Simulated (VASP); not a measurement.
Write the native input for VASP 6.6.1 that does the following.

```yaml
Task: relaxation of cell and atoms
Functional: PBEsol
Potentials_or_basis: VASP PAW PBE potentials, release 64 (Li_sv)
Cutoff: 600 eV
k_mesh: 11 × 11 × 11
Occupations: fermi-dirac, width 0.05 eV
Spin: no spin polarisation
Dipole_correction: no
Further_INCAR_settings: ALGO = Normal; EDIFF = 1e-07; IBRION = 2; EDIFFG = -0.005; NSW = 80; ISIF = 3
```

The structure of Li lies in POSCAR:

```
Li
1.0
   -1.7546500000      1.7546500000      1.7546500000
    1.7546500000     -1.7546500000      1.7546500000
    1.7546500000      1.7546500000     -1.7546500000
Li
1
Direct
    0.0000000000      0.0000000000      0.0000000000
```

One way to write it, as run:

INCAR

```
PREC = Accurate
ENCUT = 600
EDIFF = 1E-7
ISMEAR = -1
SIGMA = 0.05
LREAL = F
LASPH = T
NELM = 80
ALGO = Normal
ISIF = 3
LWAVE = F
LCHARG = F
GGA = PS
IBRION = 2
NSW = 80
EDIFFG = -0.005
```

KPOINTS

```
regular mesh
0
Gamma
  11 11 11
```

Potentials or basis: VASP PAW PBE potentials, release 64 (Li_sv).

Run with:

```sh
$ cat potpaw_PBE.64/Li_sv/POTCAR > POTCAR
$ mpirun -np 1 vasp_std > vasp.out
```

It gave:

* Relaxed volume: 19.96 Å³/atom
* Relaxed cell: a = 2.960 Å, b = 2.960 Å, c = 2.960 Å, α = 109.47°, β = 109.47°, γ = 109.47°
* Space group after relaxing (to 0.05 Å): Im-3m (No. 229)
* Energy gained by relaxing: 5.0 meV/atom
* Ionic steps: 4
* Pressure after relaxing: 0.0 GPa

Caveat: the cutoff is under 1.25 times the usual one of these potentials, so pressure, stress and relaxed cells hold a basis-set (Pulay) error; the PAW data sets were made with another functional, which shifts forces and pressure a little.

It took 9.9 s on 1 thread of Intel(R) Xeon(R) Platinum 8488C (Sapphire Rapids), with other jobs on the host, peak memory 0.13 GiB.
